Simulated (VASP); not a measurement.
A run of VASP 6.6.1:

Contents of INCAR:

```
SYSTEM = Cd
PREC     = Accurate       ! precision mode
ENCUT    = 520            ! plane-wave cutoff, eV
EDIFF    = 1E-7           ! SCF threshold, eV
ISMEAR   = -1             ! smearing method
SIGMA    = 0.05           ! smearing width, eV
LREAL    = .FALSE.        ! projectors in reciprocal space
LASPH    = .TRUE.         ! aspherical terms in the spheres
NELM     = 60             ! most SCF steps
ALGO     = Fast           ! electronic algorithm
ISIF     = 2              ! what is computed and relaxed
LWAVE    = .FALSE.        ! write WAVECAR
LCHARG   = .FALSE.        ! write CHGCAR
GGA      = CA             ! functional
NBANDS   = 19             ! bands
```

KPOINTS

```
Automatic mesh
0
G
  10 10 5
  0 0 0
```

POSCAR

```
Cd
1.0
    3.0180701533      0.0000000000      0.0000000000
   -1.5090350766      2.6137254232      0.0000000000
    0.0000000000      0.0000000000      5.6915749249
Cd
2
Direct
    0.6666666667      0.3333333333      0.7500000000
    0.3333333333      0.6666666667      0.2500000000
```

Potentials or basis: VASP PAW LDA potentials, release 64 (Cd).

Run with:

```console
$ cat potpaw_LDA.64/Cd/POTCAR > POTCAR
$ mpirun -np 1 vasp_std > vasp.out
```

Hardware: 1 thread of AMD EPYC 9R14 (Zen 4) (shared host).

Task: How long does it take, and how much memory?

Result: Run time: 17 s on 1 thread of AMD EPYC 9R14 (Zen 4) (shared host), peak memory 0.12 GiB. Counts: scf iterations 12, k points 42.
